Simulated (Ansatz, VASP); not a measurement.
**Te4W in VASP and in Ansatz**

```
Te W
1.0
     3.06417    1.76910    5.56204
    -3.06417    1.76910    5.56204
     0.00000   -3.53820    5.56204
Te W
4 1
Direct
  0.50000 0.50000 0.00000
  0.00000 0.50000 0.50000
  0.50000 0.00000 0.50000
  0.50000 0.50000 0.50000
  0.00000 0.00000 0.00000
```

Alike in both runs: functional PBE; k mesh 3 × 3 × 3; occupations gaussian, width 0.1 eV; no spin polarisation.

Ansatz relaxed the structure, and its values are those at the end. VASP's run is a single point on that final structure, the one shown.

|  | VASP | Ansatz |
| --- | --- | --- |
| version | VASP 6.6.1 | Ansatz 0.2.0 |
| potentials or method | VASP PAW PBE potentials, release 64 (Te, W_sv), cutoff 520 eV | scalar-relativistic, plane waves, PAW |
| valence electrons in the cell | 38 | 78 |

```csv
,VASP,Ansatz,Ansatz less VASP
gap on the k mesh at the Fermi level (eV),none,none,-
pressure (GPa),0.0,0.1,+0.04
```

A gap of «none» marks a metal or a gap that the smearing closes. With one functional, cell and mesh, what is left measures potentials, basis and numerics. VASP's potentials hold 38 valence electrons a cell and Ansatz's 78, so a difference there can come from the potentials and not from the codes.

The k mesh is coarse, so the values compare programs but aren't converged. Spin-orbit coupling is off throughout.
